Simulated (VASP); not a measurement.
# HgTe (I-4m2) in VASP: a series of runs, part 2 of 2

VASP 6.6.1.

## Step 3: Single point, LDA

The input, INCAR:

```
SYSTEM = HgTe
PREC = Accurate
ENCUT = 520
EDIFF = 1E-7
ISMEAR = -1
SIGMA = 0.05
LREAL = .False.
LASPH = .True.
NELM = 80
ALGO = Normal
ISIF = 2
LWAVE = .False.
LCHARG = .False.
GGA = CA
NBANDS = 16
```

The input, KPOINTS:

```
Automatic mesh
0
Gamma
  6 6 6
  0 0 0
```

The input, POSCAR:

```
HgTe
1.0
   -3.0456030000      3.0456030000      1.5594100000
    3.0456030000     -3.0456030000      1.5594100000
    3.0456030000      3.0456030000     -1.5594100000
Hg Te
1 1
Direct
    0.2500000000      0.7500000000      0.5000000000
    0.0000000000      0.0000000000      0.0000000000
```

Potentials or basis: VASP PAW LDA potentials, release 64 (Hg, Te).

Run with:

```sh
cat potpaw_LDA.64/Hg/POTCAR potpaw_LDA.64/Te/POTCAR > POTCAR
mpirun -np 1 vasp_std > vasp.out
```

OUTCAR:

```text
SYSTEM = HgTe
   PREC = Accurate
   ENCUT = 520
   EDIFF = 1E-7
   ISMEAR = -1
   LREAL = .False.
   LASPH = .True.
   NELM = 80
   ISIF = 2
   GGA = CA

 ion  position               nearest neighbor table
   1  0.250  0.750  0.500-   2 3.14   2 3.14   2 3.14   2 3.14
   2  0.000  0.000  0.000-   1 3.14   1 3.14   1 3.14   1 3.14

  LATTYP: Found a body centered tetragonal cell.
 ALAT       =     6.0912060000
 C/A-ratio  =     0.5120201156

  Lattice vectors:

 A1 = (  -3.0456030000,   3.0456030000,   1.5594100000)
 A2 = (   3.0456030000,  -3.0456030000,   1.5594100000)
 A3 = (   3.0456030000,   3.0456030000,  -1.5594100000)

Analysis of symmetry for initial positions (statically):
=====================================================================
 Subroutine PRICEL returns:
 Original cell was already a primitive cell.

 Routine SETGRP: Setting up the symmetry group for a
 body centered tetragonal supercell.

 Subroutine GETGRP returns: Found  8 space group operations
 (whereof  8 operations were pure point group operations)
 out of a pool of 16 trial point group operations.

The static configuration has the point symmetry D_2d.

Analysis of symmetry for dynamics (positions and initial velocities):
=====================================================================
 Subroutine PRICEL returns:
 Original cell was already a primitive cell.

 Routine SETGRP: Setting up the symmetry group for a
 body centered tetragonal supercell.

 Subroutine GETGRP returns: Found  8 space group operations
 (whereof  8 operations were pure point group operations)
 out of a pool of 16 trial point group operations.

The dynamic configuration has the point symmetry D_2d.

 Subroutine INISYM returns: Found  8 space group operations
 (whereof  8 operations are pure point group operations),
 and found     1 'primitive' translations

----------------------------------------------------------------------------------------

                                     Primitive cell

  volume of cell :      57.8585

  direct lattice vectors                    reciprocal lattice vectors
    -3.045603000  3.045603000  1.559410000     0.000000000  0.164171102  0.320634086
     3.045603000 -3.045603000  1.559410000     0.164171102  0.000000000  0.320634086
     3.045603000  3.045603000 -1.559410000     0.164171102  0.164171102  0.000000000

  length of vectors
     4.580737366  4.580737366  4.580737366     0.360219888  0.360219888  0.232172999

  position of ions in fractional coordinates (direct lattice)
     0.250000000  0.750000000  0.500000000
     0.000000000  0.000000000  0.000000000

  ion indices of the primitive-cell ions
   primitive index   ion index
                 1           1
                 2           2

----------------------------------------------------------------------------------------

 KPOINTS: Automatic mesh

Automatic generation of k-mesh.
 Grid dimensions read from file:
 generate k-points for:    6    6    6

 Generating k-lattice:

  Cartesian coordinates                     Fractional coordinates (reciprocal lattice)
     0.000000000  0.027361850  0.053439014     0.166666667  0.000000000  0.000000000
     0.027361850  0.000000000  0.053439014     0.000000000  0.166666667  0.000000000
     0.027361850  0.027361850  0.000000000     0.000000000  0.000000000  0.166666667

  Length of vectors
     0.060036648  0.060036648  0.038695500

  Shift w.r.t. Gamma in fractional coordinates (k-lattice)
     0.000000000  0.000000000  0.000000000

 Subroutine IBZKPT returns following result:
 ===========================================

 Found     30 irreducible k-points:

 Following reciprocal coordinates:
            Coordinates               Weight
  0.000000  0.000000  0.000000      1.000000
  0.166667  0.000000  0.000000      8.000000
  0.333333  0.000000  0.000000      8.000000
  0.500000  0.000000  0.000000      4.000000
  0.166667  0.166667  0.000000      8.000000
  0.333333  0.166667  0.000000     16.000000
[... 16 lines left out ...]
 -0.333333 -0.333333  0.166667      8.000000
 -0.166667 -0.333333  0.166667      8.000000
 [... further k-points ...]
   k-points           NKPTS =     30   k-points in BZ     NKDIM =     30   number of bands    NBANDS=     16
   number of dos      NEDOS =    301   number of ions     NIONS =      2
   total plane-waves  NPLWV =  46656
   dimension x,y,z NGX =    36 NGY =   36 NGZ =   36
   dimension x,y,z NGXF=    72 NGYF=   72 NGZF=   72
   ions per type =               1   1
   NGX,Y,Z   is equivalent  to a cutoff of  13.07, 13.07, 13.07 a.u.
   NGXF,Y,Z  is equivalent  to a cutoff of  26.13, 26.13, 26.13 a.u.
 SYSTEM =  HgTe
   PREC   = accura    normal or accurate (medium, high low for compatibility)
   ISTART =      0    job   : 0-new  1-cont  2-samecut
   ICHARG =      2    charge: 1-file 2-atom 10-const
   ISPIN  =      1    spin polarized calculation?
   LNONCOLLINEAR =      F non collinear calculations
   LSORBIT =      F    spin-orbit coupling
   LASPH  =      T    aspherical Exc in radial PAW
   ENCUT  =  520.0 eV  38.22 Ry    6.18 a.u.   8.52  8.52  8.52*2*pi/ulx,y,z
   NELM   =     80;   NELMIN=  2; NELMDL= -5     # of ELM steps
   EDIFF  = 0.1E-06   stopping-criterion for ELM
   LREAL  =      F    real-space projection
   EDIFFG = 0.1E-05   stopping-criterion for IOM
   NSW    =      0    number of steps for IOM
   IBRION =     -1    ionic relax: 0-MD 1-quasi-New 2-CG
   NFREE  =      0    steps in history (QN), initial steepest desc. (CG)
   ISIF   =      2    stress and relaxation
   ISYM   =      2    0-nonsym 1-usesym 2-fastsym
   POTIM  = 0.5000    time-step for ionic-motion
   TEBEG  =    0.0;   TEEND  =   0.0 temperature during run
   PSTRESS=    0.0 pullay stress
   NELECT =      18.0000    total number of electrons
   NUPDOWN=      -1.0000    fix difference up-down
   EMIN   =  10.00;   EMAX   =-10.00  energy-range for DOS
   EFERMI =   0.00;   METHOD = LEGACY
   ISMEAR =    -1;   SIGMA  =   0.05  broadening in eV -4-tet -1-fermi 0-gaus
   EFERMI_NEDOS =   21; number of points for ismear=-14 and -15
   IALGO  =     38    algorithm
   IMIX   =      4    mixing-type and parameters
     AMIX     =   0.40;   BMIX     =  1.00
     AMIX_MAG =   1.60;   BMIX_MAG =  1.00
  volume/ion in A,a.u.               =      28.93       195.22
  Fermi-wavevector in a.u.,A,eV,Ry     =   1.109286  2.096246 16.742166  1.230515
  Thomas-Fermi vector in A             =   2.245823
   LORBIT       =      0    0 simple, 1 ext, 2 COOP (PROOUT), +10 PAW based schemes
   GGA     = CA    functional components
   LHFCALC =     F    Hartree Fock is set to
   AEXX    =    0.0000 exact exchange contribution
   IVDW    =     0    specifies the selected vdW correction
   LEPSILON=     F    determine dielectric tensor
   LRPA    =     F    only Hartree local field effects (RPA)
 non-spin polarized calculation
  energy-cutoff  :      520.00
  volume of cell :       57.86
 maximum number of plane-waves:      1586
 NGX is ok and might be reduce to    36
   NGX = 17   NGY = 17   NGZ = 17

 number of electron      18.0000002 magnetization

 Free energy of the ion-electron system (eV)
  ---------------------------------------------------
  ext. energy  EPLUGINS =         0.00000000
  ---------------------------------------------------
  free energy    TOTEN  =        -4.59124673 eV

  energy without entropy =       -4.57127752  energy(sigma->0) =       -4.58126212

 E-fermi :   4.4124     XC(G=0): -10.0937

 val. band max:        4.4005083407   @ k =  -0.3333   0.5000   0.3333
 cond. band min:       4.4752851202   @ k =   0.5000   0.3333   0.0000
 fundamental gap:      0.0747767796
 Fermi energy:         4.4123983864

 k-point     1 :       0.0000    0.0000    0.0000
  band No.  band energies     occupation
      1      -8.3370      2.00000
      2      -3.0424      2.00000
      3      -2.3544      2.00000
      4      -2.2791      2.00000
      5      -1.8240      2.00000
      6      -1.8240      2.00000
[... 8 lines left out ...]
     15      14.2924      0.00000
     16      15.3439      0.00000
[... 419 lines left out ...]
 k-point    24 :      -0.1667   -0.3333    0.1667
  band No.  band energies     occupation
      1      -5.9389      2.00000
      2      -2.6354      2.00000
      3      -2.6167      2.00000
      4      -2.3468      2.00000
      5      -2.0751      2.00000
      6      -1.5603      2.00000
[... 8 lines left out ...]
     15      14.4887      0.00000
     16      15.9912      0.00000

 [... further k-points ...]
[... 5 lines left out ...]
  --------------------------------------------------------------------------------------
  -------------------------------------------------------------------------------------
  Total       -1.6364810     -1.6364810     -1.7033338      0.0000000      0.0000000      0.0000000
  in kB      -45.3163234    -45.3163234    -47.1675662      0.0000000      0.0000000      0.0000000
  external PRESSURE =     -45.9334043 kB  Pullay stress =       0.0000000 kB

 VOLUME and BASIS-vectors are now :
 -----------------------------------------------------------------------------
  energy-cutoff  :      520.00
  volume of cell :       57.86
      direct lattice vectors                 reciprocal lattice vectors
    -3.045603000  3.045603000  1.559410000     0.000000000  0.164171102  0.320634086
     3.045603000 -3.045603000  1.559410000     0.164171102  0.000000000  0.320634086
     3.045603000  3.045603000 -1.559410000     0.164171102  0.164171102  0.000000000

 POSITION                                       TOTAL-FORCE (eV/Angst)
 -----------------------------------------------------------------------------------
      3.04560      0.00000      0.77970         0.000000     -0.000000      0.000000
      0.00000      0.00000      0.00000        -0.000000      0.000000     -0.000000
 -----------------------------------------------------------------------------------
    total drift:                                0.000000     -0.000000      0.000000

  FREE ENERGIE OF THE ION-ELECTRON SYSTEM (eV)
  ---------------------------------------------------
  free  energy   TOTEN  =        -4.5912467272 eV

  energy  without entropy=       -4.5712775219  energy(sigma->0) =       -4.58126212
```

stdout:

```text
POSCAR found type information on POSCAR HgTe
 POSCAR found :  2 types and       2 ions
 scaLAPACK will be used
 LDA part: xc-table for (Slater(with rela. corr.)+CA(PZ))
 , standard interpolation
 POSCAR, INCAR and KPOINTS ok, starting setup
 FFT: planning ... GRIDC
 FFT: planning ... GRID_SOFT
 FFT: planning ... GRID
 WAVECAR not read
 entering main loop
```

Run time: 21 s. Hardware: 1 thread of Intel Xeon Platinum 8488C (Sapphire Rapids), shared host; peak memory 0.18 GiB.

Results:

| Property | Result |
| --- | --- |
| Free energy | -4.5912 eV |
| Pressure | -4.6 GPa |
| Band gap on the k mesh | zero (band 9 reaches 5.70 eV, above the bottom of band 10 at 1.86 eV) |

Stress tensor (GPa, compression positive):
```
-4.53  0.00  0.00
 0.00 -4.53  0.00
 0.00  0.00 -4.72
```

Levels at points of the mesh, in eV from the Fermi level:
```csv
k point,band 7,band 8,band 9,band 10,band 11,band 12
"(0.00, 0.00, 0.00)",-3.65,-2.64,-2.64,3.07,4.45,6.69
"(0.50, 0.00, 0.00)",-4.79,-2.12,-1.29,-0.31,3.01,3.59
"(0.50, 0.50, 0.00)",-6.17,-1.10,1.28,1.75,2.57,3.18
"(0.50, 0.50, 0.50)",-4.52,-4.51,-4.51,2.76,7.03,7.76
```

Caveat: the k points lie up to 0.38 Å⁻¹ apart; spin-orbit coupling is left out, which moves the levels of the heavy elements.

## Step 4: Single point, PBEsol

The input, INCAR:

```
SYSTEM = HgTe
ALGO = Normal
EDIFF = 1E-6
ENCUT = 520
GGA = PS
ISIF = 2
ISMEAR = -1
LASPH = .True.
LCHARG = .False.
LREAL = .False.
LWAVE = .False.
NBANDS = 16
NELM = 100
PREC = Accurate
SIGMA = 0.05
```

The input, KPOINTS:

```
k-points
0
Gamma
  6 6 6
  0 0 0
```

POSCAR is that of step 3.

Potentials or basis: VASP PAW PBE potentials, release 64 (Hg, Te).

Run with:

```sh
cat potpaw_PBE.64/Hg/POTCAR potpaw_PBE.64/Te/POTCAR > POTCAR
mpirun -np 1 vasp_std > vasp.out
```

OUTCAR:

```text
SYSTEM = HgTe
   EDIFF = 1E-6
   ENCUT = 520
   GGA = PS
   ISIF = 2
   ISMEAR = -1
   LASPH = .True.
   LREAL = .False.
   NELM = 100
   PREC = Accurate

 ion  position               nearest neighbor table
   1  0.250  0.750  0.500-   2 3.14   2 3.14   2 3.14   2 3.14
   2  0.000  0.000  0.000-   1 3.14   1 3.14   1 3.14   1 3.14

  LATTYP: Found a body centered tetragonal cell.
 ALAT       =     6.0912060000
 C/A-ratio  =     0.5120201156

  Lattice vectors:

 A1 = (  -3.0456030000,   3.0456030000,   1.5594100000)
 A2 = (   3.0456030000,  -3.0456030000,   1.5594100000)
 A3 = (   3.0456030000,   3.0456030000,  -1.5594100000)

Analysis of symmetry for initial positions (statically):
=====================================================================
 Subroutine PRICEL returns:
 Original cell was already a primitive cell.

 Routine SETGRP: Setting up the symmetry group for a
 body centered tetragonal supercell.

 Subroutine GETGRP returns: Found  8 space group operations
 (whereof  8 operations were pure point group operations)
 out of a pool of 16 trial point group operations.

The static configuration has the point symmetry D_2d.

Analysis of symmetry for dynamics (positions and initial velocities):
=====================================================================
 Subroutine PRICEL returns:
 Original cell was already a primitive cell.

 Routine SETGRP: Setting up the symmetry group for a
 body centered tetragonal supercell.

 Subroutine GETGRP returns: Found  8 space group operations
 (whereof  8 operations were pure point group operations)
 out of a pool of 16 trial point group operations.

The dynamic configuration has the point symmetry D_2d.

 Subroutine INISYM returns: Found  8 space group operations
 (whereof  8 operations are pure point group operations),
 and found     1 'primitive' translations

----------------------------------------------------------------------------------------

[... 106 lines left out ...]
   EFERMI =   0.00;   METHOD = LEGACY
   ISMEAR =    -1;   SIGMA  =   0.05  broadening in eV -4-tet -1-fermi 0-gaus
   EFERMI_NEDOS =   21; number of points for ismear=-14 and -15
   IALGO  =     38    algorithm
   IMIX   =      4    mixing-type and parameters
     AMIX     =   0.40;   BMIX     =  1.00
     AMIX_MAG =   1.60;   BMIX_MAG =  1.00
  volume/ion in A,a.u.               =      28.93       195.22
  Fermi-wavevector in a.u.,A,eV,Ry     =   1.109286  2.096246 16.742166  1.230515
  Thomas-Fermi vector in A             =   2.245823
   LORBIT       =      0    0 simple, 1 ext, 2 COOP (PROOUT), +10 PAW based schemes
   GGA     = PS    functional components
   LHFCALC =     F    Hartree Fock is set to
   AEXX    =    0.0000 exact exchange contribution
   IVDW    =     0    specifies the selected vdW correction
   LEPSILON=     F    determine dielectric tensor
   LRPA    =     F    only Hartree local field effects (RPA)
 non-spin polarized calculation
  energy-cutoff  :      520.00
  volume of cell :       57.86
 maximum number of plane-waves:      1586
 NGX is ok and might be reduce to    36
   NGX = 17   NGY = 17   NGZ = 17

 number of electron      18.0000002 magnetization

 Free energy of the ion-electron system (eV)
  ---------------------------------------------------
  ext. energy  EPLUGINS =         0.00000000
  ---------------------------------------------------
  free energy    TOTEN  =        -3.95308474 eV

  energy without entropy =       -3.93306867  energy(sigma->0) =       -3.94307671

 E-fermi :   4.4525     XC(G=0):  -9.9930

 val. band max:        4.4343154434   @ k =  -0.3333   0.5000   0.3333
 cond. band min:       4.5151682424   @ k =   0.5000   0.3333   0.0000
 fundamental gap:      0.0808527990
 Fermi energy:         4.4525238155

 k-point     1 :       0.0000    0.0000    0.0000
  band No.  band energies     occupation
      1      -8.3030      2.00000
      2      -2.9832      2.00000
      3      -2.3016      2.00000
      4      -2.2232      2.00000
      5      -1.7726      2.00000
      6      -1.7726      2.00000
[... 433 lines left out ...]
      3      -2.5647      2.00000
      4      -2.2985      2.00000
      5      -2.0208      2.00000
      6      -1.5063      2.00000
[... 8 lines left out ...]
     15      14.5471      0.00000
     16      16.0762      0.00000

 [... further k-points ...]
[... 5 lines left out ...]
  --------------------------------------------------------------------------------------
  -------------------------------------------------------------------------------------
  Total       -1.1297716     -1.1297716     -1.1329913      0.0000000     -0.0000000      0.0000000
  in kB      -31.2848687    -31.2848687    -31.3740266      0.0000000     -0.0000000      0.0000000
  external PRESSURE =     -31.3145880 kB  Pullay stress =       0.0000000 kB

 VOLUME and BASIS-vectors are now :
 -----------------------------------------------------------------------------
  energy-cutoff  :      520.00
  volume of cell :       57.86
      direct lattice vectors                 reciprocal lattice vectors
    -3.045603000  3.045603000  1.559410000     0.000000000  0.164171102  0.320634086
     3.045603000 -3.045603000  1.559410000     0.164171102  0.000000000  0.320634086
     3.045603000  3.045603000 -1.559410000     0.164171102  0.164171102  0.000000000

 POSITION                                       TOTAL-FORCE (eV/Angst)
 -----------------------------------------------------------------------------------
      3.04560      0.00000      0.77970        -0.000000     -0.000000      0.000000
      0.00000      0.00000      0.00000         0.000000      0.000000     -0.000000
 -----------------------------------------------------------------------------------
    total drift:                                0.000000     -0.000000      0.000000

  FREE ENERGIE OF THE ION-ELECTRON SYSTEM (eV)
  ---------------------------------------------------
  free  energy   TOTEN  =        -3.9530847433 eV

  energy  without entropy=       -3.9330686711  energy(sigma->0) =       -3.94307671
```

OSZICAR:

```text
N       E                     dE             d eps       ncg     rms          rms(c)
DAV:   1     0.990794608310E+02    0.99079E+02   -0.77989E+03   960   0.965E+02
DAV:   2    -0.119343723029E+01   -0.10027E+03   -0.93251E+02  1152   0.230E+02
DAV:   3    -0.407299253630E+01   -0.28796E+01   -0.28720E+01  1232   0.388E+01
DAV:   4    -0.408542976574E+01   -0.12437E-01   -0.12436E-01  1144   0.275E+00
DAV:   5    -0.408557535474E+01   -0.14559E-03   -0.14559E-03  1288   0.303E-01    0.712E+00
DAV:   6    -0.396277878263E+01    0.12280E+00   -0.31474E-01  1128   0.673E+00    0.477E+00
DAV:   7    -0.395444331797E+01    0.83355E-02   -0.33213E-02  1040   0.132E+00    0.196E+00
DAV:   8    -0.395313126493E+01    0.13121E-02   -0.37025E-03  1248   0.410E-01    0.288E-01
DAV:   9    -0.395309932572E+01    0.31939E-04   -0.28699E-04  1120   0.133E-01    0.843E-02
DAV:  10    -0.395308176473E+01    0.17561E-04   -0.55854E-05  1200   0.592E-02    0.404E-02
DAV:  11    -0.395308475279E+01   -0.29881E-05   -0.71136E-06  1208   0.178E-02    0.585E-03
DAV:  12    -0.395308474325E+01    0.95370E-08   -0.33982E-07   600   0.416E-03
   1 F= -.39530847E+01 E0= -.39430767E+01  d E =-.200161E-01
```

Wall time 23 s (1 thread of Intel Xeon Platinum 8488C (Sapphire Rapids), shared host); peak memory 0.2 GiB.

What came out:

* Free energy: -3.9531 eV
* Pressure: -3.1 GPa
* Band gap on the k mesh: zero (band 9 reaches 5.74 eV, above the bottom of band 10 at 1.90 eV)

Caveat: the k points lie up to 0.38 Å⁻¹ apart; the PAW data sets were made with another functional, which shifts forces and pressure a little; spin-orbit coupling is left out, which moves the levels of the heavy elements.

## Step 5: The runs side by side

```tsv
level	potentials or basis	gap on the mesh (eV)	pressure (GPa)
BLYP	VASP PAW PBE potentials, release 64 (Hg, Te)	none	4.9
LDA	VASP PAW LDA potentials, release 64 (Hg, Te)	none	-4.6
PBEsol	VASP PAW PBE potentials, release 64 (Hg, Te)	none	-3.1
```

Alike in all rows: task single point; no spin polarisation; cell as given; k mesh 6 × 6 × 6; cutoff (eV) 520; smearing fermi-dirac 0.05 eV.

Caveats: all runs use coarse meshes; spin-orbit coupling is left out, which moves the levels of the heavy elements; the PAW data sets were made with another functional, which shifts forces and pressure a little (some runs).

Total energies depend on the potentials used, so only differences within one code and one set of settings carry meaning.
